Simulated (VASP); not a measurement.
A run of VASP 6.6.1:

The input POSCAR:

```
Na3SF
1.0
    4.4528260371      0.0000000000      0.0000000000
    0.0000000000      4.4528260371      0.0000000000
    0.0000000000      0.0000000000      4.4528260371
Na S F
3 1 1
Direct
    0.5000000000      0.0000000000      0.0000000000
    0.0000000000      0.5000000000      0.0000000000
    0.0000000000      0.0000000000      0.5000000000
    0.5000000000      0.5000000000      0.5000000000
    0.0000000000      0.0000000000      0.0000000000
```

INCAR.step1

```
PREC     = Accurate       # precision mode
ENCUT    = 520            # plane-wave cutoff, eV
EDIFF    = 1E-7           # SCF threshold, eV
ISMEAR   = 0              # smearing method
SIGMA    = 0.02           # smearing width, eV
LREAL    = False          # projectors in reciprocal space
LASPH    = True           # aspherical terms in the spheres
NELM     = 60             # most SCF steps
ALGO     = Normal         # electronic algorithm
ISIF     = 2              # what is computed and relaxed
LWAVE    = False          # write WAVECAR
LCHARG   = True           # write CHGCAR
GGA      = PE             # functional
NBANDS   = 25             # bands
```

KPOINTS.step1

```
regular mesh
0
Gamma
  6 6 6
```

File INCAR.step2:

```
PREC     = Accurate       # precision mode
ENCUT    = 520            # plane-wave cutoff, eV
EDIFF    = 1E-7           # SCF threshold, eV
ISMEAR   = -5             # smearing method
SIGMA    = 0.02           # smearing width, eV
LREAL    = False          # projectors in reciprocal space
LASPH    = True           # aspherical terms in the spheres
NELM     = 60             # most SCF steps
ALGO     = Normal         # electronic algorithm
ISIF     = 2              # what is computed and relaxed
LWAVE    = False          # write WAVECAR
LCHARG   = False          # write CHGCAR
GGA      = PE             # functional
LORBIT   = 11             # projections on sites
NBANDS   = 25             # bands
NEDOS    = 2001           # points of the DOS
ICHARG   = 11             # starting density
```

Contents of KPOINTS.step2:

```
regular mesh
0
Gamma
  9 9 9
```

Potentials or basis: VASP PAW PBE potentials, release 64 (Na_pv, S, F).

The run is started by

```sh
$ cat potpaw_PBE.64/Na_pv/POTCAR potpaw_PBE.64/S/POTCAR potpaw_PBE.64/F/POTCAR > POTCAR
$ cp INCAR.step1 INCAR
$ cp KPOINTS.step1 KPOINTS
$ mpirun -np 1 vasp_std > vasp.out
$ cp INCAR.step2 INCAR
$ cp KPOINTS.step2 KPOINTS
$ mpirun -np 1 vasp_std > vasp.out
```

Hardware: 1 thread of Intel(R) Xeon(R) Platinum 8259CL CPU @ 2.50GHz (Skylake/Cascade Lake), on a shared host.

Question: How long does it take, and how much memory?

Answer: It took 65 s on 1 thread of Intel(R) Xeon(R) Platinum 8259CL CPU @ 2.50GHz (Skylake/Cascade Lake), with other jobs on the host, peak memory 0.22 GiB. Counts: k points 35.
